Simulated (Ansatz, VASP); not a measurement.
# SrO: VASP beside Ansatz

The input INCAR:

```
ALGO = Normal
EDIFF = 1E-7
ENCUT = 520
GGA = PS
GGA_COMPAT = F
ISIF = 2
ISMEAR = 0
LASPH = T
LCHARG = F
LORBIT = 11
LORBMOM = T
LREAL = F
LSORBIT = T
LWAVE = F
MAGMOM = 0 0 0 0 0 0
NBANDS = 28
NELM = 150
PREC = Accurate
SIGMA = 0.01
```

File KPOINTS:

```
k-points
0
Gamma
  8 8 8
```

The input POSCAR:

```
SrO
1.0
    0.0000000000      2.5614439114      2.5614439114
    2.5614439114      0.0000000000      2.5614439114
    2.5614439114      2.5614439114      0.0000000000
Sr O
1 1
Direct
    0.5000000000      0.5000000000      0.5000000000
    0.0000000000      0.0000000000      0.0000000000
```

Input for Ansatz:

```yaml
crystal:
  lattice:
    - [0.0, 2.56144391138, 2.56144391138]
    - [2.56144391138, 0.0, 2.56144391138]
    - [2.56144391138, 2.56144391138, 0.0]
  atoms:
    - { symbol: Sr, position: [0.5, 0.5, 0.5] }
    - { symbol: O, position: [0.0, 0.0, 0.0] }
kpoints:
  mp_grid: { grid: [8, 8, 8] }
scf:
  occupations: { method: fixed }
hamiltonian:
  xc: pbesol
  pseudopotentials: { kind: paw_fr }
magnetization:
  noncollinear: true
  spin_orbit: true
output:
  forces: true
  stress: true
  eigenvalues: true
  eigenstates:
    nscf_kmesh: { grid: [10, 10, 10] }
    de_dk: true
    e_range: [-9, 13.19619687188]
checkpoint:
  write: ck
  write_wavefunctions: false
```

Alike in both runs: task single point; functional PBEsol; k mesh 8 × 8 × 8; non-collinear spin, spin-orbit coupling.

```csv
,VASP,Ansatz
version,VASP 6.6.1,Ansatz 0.2.0
potentials or method,"VASP PAW PBE potentials, release 64 (Sr_sv, O)","PAW with Ansatz's default frozen-core files, fully relativistic files with spin-orbit coupling"
plane-wave cutoff (eV),520,420
occupations,"gaussian, width 0.01 eV",fixed
valence electrons in the cell,16,16
```

```tsv
	VASP	Ansatz	Ansatz less VASP
pressure (GPa)	0.6	0.0	-0.63
net moment per atom (μB)	0.00	0.00	0.000
```

VASP's potentials were made for PBE, not for PBEsol.
